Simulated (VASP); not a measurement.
The system is Al2Cu.

```xyz
6
Lattice="-3.0262 3.0262 2.4416 3.0262 -3.0262 2.4416 3.0262 3.0262 -2.4416" Properties=species:S:1:pos:R:3 pbc="T T T"
Al    0.9606    3.9868    0.0000
Al    2.0655    0.9606    0.0000
Al    2.0655   -0.9606    2.4416
Al    0.9606    2.0655    2.4416
Cu    0.0000    0.0000    1.2208
Cu    0.0000    0.0000    3.6624
```

* Program: VASP 6.6.1
* Task: relaxation of cell and atoms
* Functional: PBE
* Dispersion: D3(BJ)
* Potentials or basis: VASP PAW PBE potentials, release 64 (Al, Cu)
* Cutoff: 600 eV
* k mesh: 10 × 10 × 10
* Occupations: gaussian, width 0.1 eV
* Spin: no spin polarisation

At the start: pressure -4.2 GPa; volume 14.91 Å³/atom.

Q: Where does the relaxation end?

A: Over 10 steps the energy falls by 8.7 meV/atom and the volume is 14.29 Å³/atom (-4.2 %); space group I4/mcm (No. 140, to 0.05 Å).

The path:
```csv
step,energy change (eV),largest force (eV/Å),pressure (GPa),volume (Å³)
1,0.0000,0.0089,-4.21,89.44
2,-0.0453,0.0451,1.73,84.46
3,-0.0518,0.0350,-0.08,85.70
4,-0.0518,0.0356,0.12,85.62
5,-0.0520,0.0183,-0.04,85.75
6,-0.0520,0.0088,-0.18,85.82
7,-0.0520,0.0141,-0.09,85.78
8,-0.0520,0.0054,-0.01,85.71
9,-0.0520,0.0030,0.03,85.69
10,-0.0521,0.0001,-0.01,85.71
```

Final structure:
```
CELL_PARAMETERS angstrom
-2.98328 2.98328 2.40768
2.98328 -2.98328 2.40768
2.98328 2.98328 -2.40768
ATOMIC_POSITIONS crystal
Al 0.65823 0.15823 0.81645
Al 0.15823 0.34177 0.50000
Al 0.34177 0.84177 0.18355
Al 0.84177 0.65823 0.50000
Cu 0.25000 0.25000 0.00000
Cu 0.75000 0.75000 0.00000
```

Caveat: pairwise dispersion overbinds metals, which lowers pressure and volume.
